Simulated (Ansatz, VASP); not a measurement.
Two plane-wave programs on MnB5

INCAR

```
PREC = Accurate
ENCUT = 600
EDIFF = 1E-6
ISMEAR = 0
SIGMA = 0.1
LREAL = F
LASPH = T
NELM = 100
ALGO = Normal
ISIF = 3
LWAVE = F
LCHARG = F
GGA = PE
IBRION = 2
NSW = 100
EDIFFG = -0.01
```

File KPOINTS:

```
Automatic mesh
0
Gamma
  12 12 12
```

The input POSCAR:

```
MnB5
1.0
    0.0000000000      2.6834757204      2.6834757204
    2.6834757204      0.0000000000      2.6834757204
    2.6834757204      2.6834757204      0.0000000000
Mn B
1 5
Direct
    0.0000000000      0.0000000000      0.0000000000
    0.7500000000      0.7500000000      0.7500000000
    0.3730747436      0.3730747436      0.8807757691
    0.3730747436      0.8807757691      0.3730747436
    0.8807757691      0.3730747436      0.3730747436
    0.3730747436      0.3730747436      0.3730747436
```

Input for Ansatz:

```yaml
crystal:
  lattice:
    - [0.0, 2.6834757204, 2.6834757204]
    - [2.6834757204, 0.0, 2.6834757204]
    - [2.6834757204, 2.6834757204, 0.0]
  atoms:
    - { symbol: Mn, position: [0.0, 0.0, 0.0] }
    - { symbol: B, position: [0.75, 0.75, 0.75] }
    - { symbol: B, position: [0.3730747436, 0.3730747436, 0.8807757691] }
    - { symbol: B, position: [0.3730747436, 0.8807757691, 0.3730747436] }
    - { symbol: B, position: [0.8807757691, 0.3730747436, 0.3730747436] }
    - { symbol: B, position: [0.3730747436, 0.3730747436, 0.3730747436] }
basis:
  ecutwfc: 420
kpoints:
  mp_grid: { grid: [12, 12, 12] }
hamiltonian:
  xc: pbe
scf:
  occupations: { method: gaussian, width: 0.1 }
output:
  forces: true
  stress: true
  eigenvalues: true
  write_density: true
  write_potential: true
  elf: true
  volumetric_format: npy
relax:
  adjacent_minimum: "off"
  f_tol: 0.01
  max_steps: 80
  cell: { stress_tol: 0.05 }
```

Change from the starting cell: species swapped into the ZrCu5 type (F-43m, No. 216).

Alike in both runs: task relaxation of cell and atoms; functional PBE; k mesh 12 × 12 × 12; occupations gaussian, width 0.1 eV; no spin polarisation.

|  | VASP | Ansatz |
| --- | --- | --- |
| version | VASP 6.6.1 | Ansatz 0.2.0 |
| potentials or method | VASP PAW PBE potentials, release 64 (Mn_pv, B), cutoff 600 eV | scalar-relativistic, plane waves, PAW |
| valence electrons in the cell | 28 | 30 |

|  | VASP | Ansatz | Ansatz less VASP |
| --- | --- | --- | --- |
| gap on the k mesh at the Fermi level, each at its own relaxed structure (eV) | none | none | - |
| relaxed volume (Å³/atom) | 6.44 | 6.44 | +0.003 |
| relaxed cell length with the largest relative difference (Å) | 3.794 | 3.794 | +0.0006 |

A gap of «none» marks a metal or a gap that the smearing closes. VASP's potentials hold 28 valence electrons a cell and Ansatz's 30, so a difference there can come from the potentials and not from the codes.
